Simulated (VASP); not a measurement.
Set up this calculation in VASP 6.6.1, as the native input.

- Task: single point
- Functional: PBE
- Potentials or basis: VASP PAW PBE potentials, release 64 (Si, Ni)
- Cutoff: 520 eV
- k mesh: 18 × 16 × 12
- Occupations: gaussian, width 0.15 eV
- Spin: no spin polarisation
- Dipole correction: no
- Further INCAR settings: ALGO = Normal; EDIFF = 1e-06; NBANDS = 22

The structure of SiNi lies in POSCAR:

```
SiNi
1.0
    2.9597427278      0.0000000000      0.0000000000
    0.0000000000      3.1564249654      0.0000000000
    0.0000000000      0.0000000000      5.0183364671
Si Ni
2 2
Direct
    0.5000000000      0.5000000000      0.8431827238
    0.0000000000      0.0000000000      0.1568172762
    0.5000000000      0.5000000000      0.3423059774
    0.0000000000      0.0000000000      0.6576940226
```

This cell differs from its parent crystal: ratio of the length along z to the lengths across it x 1.1, volume and fractional coordinates fixed.

The input as run:

INCAR

```
SYSTEM = SiNi
  ALGO = Normal
  EDIFF = 1E-6
  ENCUT = 520
  GGA = PE
  ISIF = 2
  ISMEAR = 0
  LASPH = .TRUE.
  LCHARG = .FALSE.
  LREAL = .FALSE.
  LWAVE = .FALSE.
  NBANDS = 22
  NELM = 60
  PREC = Accurate
  SIGMA = 0.15
```

KPOINTS

```
k-points
0
G
  18 16 12
  0 0 0
```

Potentials or basis: VASP PAW PBE potentials, release 64 (Si, Ni).

Command:

```console
$ cat potpaw_PBE.64/Si/POTCAR potpaw_PBE.64/Ni/POTCAR > POTCAR
$ mpirun -np 1 vasp_std > vasp.out
```

It gave:

```json
{
  "Pressure": "-1.3 GPa",
  "Largest force": "0.265 eV/Å",
  "Band gap on the k mesh": "zero (band 14 reaches 12.82 eV, above the bottom of band 15 at 10.79 eV)"
}
```

Run time: 6.8 min on 1 thread of Oxide Virtual Turin-like Processor (shared host), peak memory 0.58 GiB.
